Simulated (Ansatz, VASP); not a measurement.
## FeSi: VASP beside Ansatz

Contents of INCAR:

```
PREC = Accurate ; ENCUT = 600
EDIFF = 1E-6 ; ISMEAR = 0
SIGMA = 0.1 ; LREAL = F
LASPH = T ; NELM = 100
ALGO = Normal ; ISIF = 3
LWAVE = F ; LCHARG = F
GGA = PE ; IBRION = 2
NSW = 100 ; EDIFFG = -0.05
```

Contents of KPOINTS:

```
regular mesh
0
Gamma
  4 4 4
```

Contents of POSCAR:

```
FeSi
1.0
    4.5507000000      0.0000000000      0.0000000000
    0.0000000000      4.5507000000      0.0000000000
    0.0000000000      0.0000000000      4.5507000000
Fe Si
4 4
Direct
    0.1365200000      0.1365200000      0.1365200000
    0.3634800000      0.8634800000      0.6365200000
    0.6365200000      0.3634800000      0.8634800000
    0.8634800000      0.6365200000      0.3634800000
    0.8424000000      0.8424000000      0.8424000000
    0.6576000000      0.1576000000      0.3424000000
    0.3424000000      0.6576000000      0.1576000000
    0.1576000000      0.3424000000      0.6576000000
```

Input for Ansatz:

```yaml
crystal:
  lattice:
    - [4.5507, 0.0, 0.0]
    - [0.0, 4.5507, 0.0]
    - [0.0, 0.0, 4.5507]
  atoms:
    - { symbol: Fe, position: [0.13652, 0.13652, 0.13652] }
    - { symbol: Fe, position: [0.36348, 0.86348, 0.63652] }
    - { symbol: Fe, position: [0.63652, 0.36348, 0.86348] }
    - { symbol: Fe, position: [0.86348, 0.63652, 0.36348] }
    - { symbol: Si, position: [0.8424, 0.8424, 0.8424] }
    - { symbol: Si, position: [0.6576, 0.1576, 0.3424] }
    - { symbol: Si, position: [0.3424, 0.6576, 0.1576] }
    - { symbol: Si, position: [0.1576, 0.3424, 0.6576] }
basis:
  ecutwfc: 600.0
kpoints:
  mp_grid: { grid: [4, 4, 4] }
hamiltonian:
  xc: pbe
  pseudopotentials: { kind: paw }
scf:
  occupations: { method: gaussian, width: 0.1 }
output:
  forces: true
  stress: true
  eigenvalues: true
relax:
  adjacent_minimum: "off"
  f_tol: 0.05
  max_steps: 80
  cell: { stress_tol: 0.5 }
```

Alike in both runs: task relaxation of cell and atoms; functional PBE; k mesh 4 × 4 × 4; occupations gaussian, width 0.1 eV; no spin polarisation.

|  | VASP | Ansatz |
| --- | --- | --- |
| version | VASP 6.6.1 | Ansatz 0.2.0 |
| potentials or method | VASP PAW PBE potentials, release 64 (Fe, Si), cutoff 600 eV | scalar-relativistic, plane waves, PAW |
| valence electrons in the cell | 48 | 80 |

```tsv
	VASP	Ansatz	Ansatz less VASP
gap on the k mesh at the Fermi level, each at its own relaxed structure (eV)	0.17	0.18	+0.011
relaxed volume (Å³/atom)	11.00	11.00	+0.004
relaxed cell length with the largest relative difference (Å)	4.448	4.449	+0.0006
```

VASP's potentials hold 48 valence electrons a cell and Ansatz's 80, so a difference there can come from the potentials and not from the codes.
